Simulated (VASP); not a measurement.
Input of a VASP 6.6.1 run:

The input INCAR:

```
  PREC = Accurate
  ENCUT = 600
  EDIFF = 1E-7
  ISMEAR = 0
  SIGMA = 0.1
  LREAL = False
  LASPH = True
  NELM = 100
  ALGO = Normal
  ISIF = 3
  LWAVE = False
  LCHARG = False
  GGA = PE
  IBRION = 2
  NSW = 90
  EDIFFG = -0.04
```

The input KPOINTS:

```
Automatic mesh
0
Gamma
  4 4 4
```

The input POSCAR:

```
BeTe
1.0
    7.4332013500      0.0000000000      0.0000000000
    0.0000000000      4.2323677300      0.0000000000
    0.0000000000      0.0000000000      4.0074785200
Be Te
4 4
Direct
    0.7500000000      0.0000000000      0.3554073800
    0.0000000000      0.5000000000      0.0000000000
    0.2500000000      0.0000000000      0.6445926200
    0.5000000000      0.5000000000      0.0000000000
    0.7500000000      0.5000000000      0.6445926200
    0.0000000000      0.0000000000      0.0000000000
    0.2500000000      0.5000000000      0.3554073800
    0.5000000000      0.0000000000      0.0000000000
```

Potentials or basis: VASP PAW PBE potentials, release 64 (Be, Te).

Run with:

```bash
$ cat potpaw_PBE.64/Be/POTCAR potpaw_PBE.64/Te/POTCAR > POTCAR
$ mpirun -np 1 vasp_std > vasp.out
```

**Question.** What does it give for the relaxed cell?

**Answer.** a = 7.573 Å, b = 5.304 Å, c = 3.888 Å, α = 90.00°, β = 90.00°, γ = 90.00°.

**Question.** Predict the relaxed volume.

**Answer.** 19.52 Å³/atom.

**Question.** What does it give for the band gap on the k mesh?

**Answer.** Zero (bands 16 and 17 overlap by 0.54 eV).

Stress tensor (GPa, compression positive):
```
-0.02  0.00  0.00
 0.00 -0.02  0.00
 0.00  0.00  0.13
```

Caveat: the k points lie up to 0.40 Å⁻¹ apart in the final cell, too coarse for converged energies and pressures of a metal; the volume moved by over 15 % at a fixed basis, so the end points are rough; semilocal functionals underestimate gaps, so a narrow gap can read as zero; spin-orbit coupling is left out, which moves the levels of the heavy elements.
